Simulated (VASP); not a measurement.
# SiGe4 (P-6m2) in VASP: further runs, part 2 of 2

VASP 6.6.1.

## Step 3: Single point, PBE

This run uses another cell than the first one, of 18.65 Å³/atom.

Contents of INCAR:

```
PREC = Accurate
ENCUT = 520
EDIFF = 1E-7
ISMEAR = 0
SIGMA = 0.1
LREAL = False
LASPH = True
NELM = 60
ALGO = Normal
ISIF = 2
LWAVE = False
LCHARG = False
GGA = PE
NBANDS = 71
```

Contents of KPOINTS:

```
Automatic mesh
0
Gamma
  6 6 1
```

Contents of POSCAR:

```
SiGe4
1.0
    3.1688936448      0.0000000000      0.0000000000
   -1.5844468224      2.7443423983      0.0000000000
    0.0000000000      0.0000000000     21.4421717413
Si Ge
2 8
Direct
    0.3333333333      0.6666666667      0.8025103175
    0.3333333333      0.6666666667      0.1974896825
    0.3333333333      0.6666666667      0.6028162149
    0.3333333333      0.6666666667      0.0000000000
    0.3333333333      0.6666666667      0.3971837851
    0.6666666667      0.3333333333      0.7077043918
    0.6666666667      0.3333333333      0.8963898209
    0.6666666667      0.3333333333      0.1036101791
    0.6666666667      0.3333333333      0.2922956082
    0.6666666667      0.3333333333      0.5000000000
```

Potentials or basis: VASP PAW PBE potentials, release 64 (Si, Ge_d).

Launch:

```bash
$ cat potpaw_PBE.64/Si/POTCAR potpaw_PBE.64/Ge_d/POTCAR > POTCAR
$ mpirun -np 1 vasp_std > vasp.out
```

OUTCAR:

```text
PREC = Accurate
   ENCUT = 520
   EDIFF = 1E-7
   ISMEAR = 0
   LREAL = False
   LASPH = True
   NELM = 60
   ISIF = 2
   GGA = PE

 ion  position               nearest neighbor table
   1  0.333  0.667  0.803-   7 2.72   7 2.72   7 2.72   6 2.73   6 2.73   6 2.73
   2  0.333  0.667  0.197-   8 2.72   8 2.72   8 2.72   9 2.73   9 2.73   9 2.73
   3  0.333  0.667  0.603-  10 2.86  10 2.86  10 2.86   6 2.90   6 2.90   6 2.90
   4  0.333  0.667  0.000-   7 2.88   8 2.88   7 2.88   8 2.88   7 2.88   8 2.88
   5  0.333  0.667  0.397-  10 2.86  10 2.86  10 2.86   9 2.90   9 2.90   9 2.90
   6  0.667  0.333  0.708-   1 2.73   1 2.73   1 2.73   3 2.90   3 2.90   3 2.90
[... 722 lines left out ...]

 VOLUME and BASIS-vectors are now :
 -----------------------------------------------------------------------------
  energy-cutoff  :      520.00
  volume of cell :      186.47
      direct lattice vectors                 reciprocal lattice vectors
     3.168893645  0.000000000  0.000000000     0.315567549  0.182193009  0.000000000
    -1.584446822  2.744342398  0.000000000     0.000000000  0.364386019  0.000000000
     0.000000000  0.000000000 21.442171741     0.000000000  0.000000000  0.046637067

 POSITION                                       TOTAL-FORCE (eV/Angst)
 -----------------------------------------------------------------------------------
     -0.00000      1.82956     17.20756         0.000000      0.000000      0.006095
     -0.00000      1.82956      4.23461         0.000000      0.000000     -0.006095
     -0.00000      1.82956     12.92569        -0.000000     -0.000000     -0.001256
     -0.00000      1.82956      0.00000        -0.000000      0.000000      0.000000
     -0.00000      1.82956      8.51648        -0.000000     -0.000000      0.001256
      1.58445      0.91478     15.17472         0.000000      0.000000      0.024276
      1.58445      0.91478     19.22054         0.000000     -0.000000     -0.029546
      1.58445      0.91478      2.22163         0.000000      0.000000      0.029546
      1.58445      0.91478      6.26745         0.000000      0.000000     -0.024276
      1.58445      0.91478     10.72109        -0.000000     -0.000000      0.000000
 -----------------------------------------------------------------------------------
    total drift:                               -0.000000      0.000000      0.000000

  FREE ENERGIE OF THE ION-ELECTRON SYSTEM (eV)
  ---------------------------------------------------
  free  energy   TOTEN  =       -43.0177862342 eV

  energy  without entropy=      -43.0081262867  energy(sigma->0) =      -43.01295626
```

OSZICAR:

```text
N       E                     dE             d eps       ncg     rms          rms(c)
DAV:   1     0.156283194883E+04    0.15628E+04   -0.52193E+04  1215   0.461E+03
DAV:   2     0.276499940210E+03   -0.12863E+04   -0.12502E+04   994   0.119E+03
DAV:   3    -0.840714703550E+01   -0.28491E+03   -0.27502E+03  1039   0.280E+02
DAV:   4    -0.417444374423E+02   -0.33337E+02   -0.30828E+02  1173   0.915E+01
[... 16 lines left out ...]
DAV:  21    -0.430177881170E+02    0.20478E-05   -0.25984E-06  1088   0.790E-02    0.570E-03
DAV:  22    -0.430177872521E+02    0.86494E-06   -0.81176E-07  1064   0.422E-02    0.419E-03
DAV:  23    -0.430177865660E+02    0.68605E-06   -0.73283E-07  1064   0.443E-02    0.268E-03
DAV:  24    -0.430177863192E+02    0.24680E-06   -0.62884E-07   986   0.304E-02    0.143E-03
DAV:  25    -0.430177862342E+02    0.85041E-07   -0.31436E-07   888   0.327E-02
   1 F= -.43017786E+02 E0= -.43012956E+02  d E =-.965995E-02
```

Wall time 2.4 min (1 thread of Intel Xeon Platinum 8488C (Sapphire Rapids), shared host); peak memory 0.31 GiB.

Results:

- Free energy: -43.0178 eV
- Pressure: 0.0 GPa
- Largest force: 0.030 eV/Å
- Band gap on the k mesh: zero (bands 60 and 61 overlap by 6.65 eV)

Forces in eV/Å, atoms in the order of the input:
```
Si   0.000  0.000  0.006
Si   0.000  0.000 -0.006
Ge   0.000  0.000 -0.001
Ge   0.000  0.000  0.000
Ge   0.000  0.000  0.001
Ge   0.000  0.000  0.024
Ge   0.000  0.000 -0.030
Ge   0.000  0.000  0.030
Ge   0.000  0.000 -0.024
Ge   0.000  0.000  0.000
```

Levels at points of the mesh, in eV from the Fermi level:
| k point | band 54 | band 55 | band 56 | band 57 | band 58 | band 59 | band 60 | band 61 | band 62 | band 63 |
| --- | --- | --- | --- | --- | --- | --- | --- | --- | --- | --- |
| (0.00, 0.00, 0.00) | 2.46 | 2.53 | 4.10 | 4.10 | 4.21 | 4.21 | 4.85 | 4.85 | 5.37 | 5.37 |
| (0.50, 0.00, 0.00) | -4.08 | -3.72 | -3.37 | -2.10 | -1.66 | -1.00 | -0.77 | 0.42 | 0.77 | 0.96 |

Caveat: the k points lie up to 0.38 Å⁻¹ apart, too coarse for converged energies and pressures of a metal.

## Step 4: Single point, PBE

This run uses another cell than the first one, of 18.43 Å³/atom.

Contents of INCAR:

```
SYSTEM = SiGe4
PREC     = Accurate       ! precision mode
ENCUT    = 520            ! plane-wave cutoff, eV
EDIFF    = 1E-6           ! SCF threshold, eV
ISMEAR   = 0              ! smearing method
SIGMA    = 0.1            ! smearing width, eV
LREAL    = .False.        ! projectors in reciprocal space
LASPH    = .True.         ! aspherical terms in the spheres
NELM     = 60             ! most SCF steps
ALGO     = Normal         ! electronic algorithm
ISIF     = 2              ! what is computed and relaxed
LWAVE    = .False.        ! write WAVECAR
LCHARG   = .False.        ! write CHGCAR
GGA      = PE             ! functional
NBANDS   = 71             ! bands
```

Contents of KPOINTS:

```
Automatic mesh
0
Gamma
  12 12 2
  0 0 0
```

Contents of POSCAR:

```
SiGe4
1.0
    2.9965308742      0.0000000000      0.0000000000
   -1.4982654371      2.5950718603      0.0000000000
    0.0000000000      0.0000000000     23.6944421405
Si Ge
2 8
Direct
    0.3333333333      0.6666666667      0.8008570978
    0.3333333333      0.6666666667      0.1991429022
    0.3333333333      0.6666666667      0.6009874365
    0.3333333333      0.6666666667      0.0000000000
    0.3333333333      0.6666666667      0.3990125635
    0.6666666667      0.3333333333      0.7071730601
    0.6666666667      0.3333333333      0.8950404547
    0.6666666667      0.3333333333      0.1049595453
    0.6666666667      0.3333333333      0.2928269399
    0.6666666667      0.3333333333      0.5000000000
```

Launch:

```bash
$ cat potpaw_PBE.64/Si/POTCAR potpaw_PBE.64/Ge_d/POTCAR > POTCAR
$ mpirun -np 1 vasp_std > vasp.out
```

Wall time 13 min (1 thread of Intel Xeon Platinum 8488C (Sapphire Rapids), shared host); peak memory 0.51 GiB.

The run converged. Its results:

```
Free energy            : -43.0212 eV
Pressure               : 0.0 GPa
Largest force          : 0.004 eV/Å
Band gap on the k mesh : zero (bands 60 and 61 overlap by 8.56 eV)
```

Forces in eV/Å, atoms in the order of the input:
```
Si   0.000  0.000  0.001
Si   0.000  0.000 -0.001
Ge   0.000  0.000 -0.001
Ge   0.000  0.000  0.000
Ge   0.000  0.000  0.001
Ge   0.000  0.000  0.004
Ge   0.000  0.000 -0.002
Ge   0.000  0.000  0.002
Ge   0.000  0.000 -0.004
Ge   0.000  0.000  0.000
```

Levels at points of the mesh, in eV from the Fermi level:
| k point | band 56 | band 57 | band 58 | band 59 | band 60 | band 61 | band 62 | band 63 | band 64 | band 65 |
| --- | --- | --- | --- | --- | --- | --- | --- | --- | --- | --- |
| (0.00, 0.00, 0.00) | 3.59 | 3.74 | 6.08 | 6.08 | 6.12 | 6.12 | 6.84 | 6.84 | 7.17 | 7.21 |
| (0.50, 0.00, 0.00) | -3.69 | -2.83 | -2.40 | -2.18 | -1.24 | -0.98 | 0.97 | 1.18 | 1.35 | 2.18 |
| (0.00, 0.00, 0.50) | 1.86 | 5.34 | 5.87 | 6.08 | 6.08 | 6.12 | 6.12 | 6.87 | 6.87 | 7.09 |
| (0.50, 0.00, 0.50) | -3.39 | -2.91 | -2.82 | -1.78 | -1.65 | -0.21 | -0.11 | 1.74 | 1.79 | 2.20 |

## Step 5: The runs side by side

| cell | k mesh | gap on the mesh (eV) | pressure (GPa) | largest force (eV/Å) |
| --- | --- | --- | --- | --- |
| a = 3.006, b = 3.006, c = 23.598 Å, angles 90.0, 90.0, 120.0°, 10 atoms, atomic positions A | 6 × 6 × 1 | none | 0.0 | 0.44 |
| a = 3.169, b = 3.169, c = 21.442 Å, angles 90.0, 90.0, 120.0°, 10 atoms, atomic positions B | 6 × 6 × 1 | none | 0.0 | 0.03 |
| a = 2.997, b = 2.997, c = 23.694 Å, angles 90.0, 90.0, 120.0°, 10 atoms, atomic positions C | 12 × 12 × 2 | none | 0.0 | - |

Alike in all rows: task single point; level PBE; potentials or basis VASP PAW PBE potentials, release 64 (Si, Ge_d); no spin polarisation; cutoff (eV) 520; smearing gaussian 0.1 eV.

Caveats: some runs use coarse meshes.

Total energies depend on the potentials used, so only differences within one code and one set of settings carry meaning.
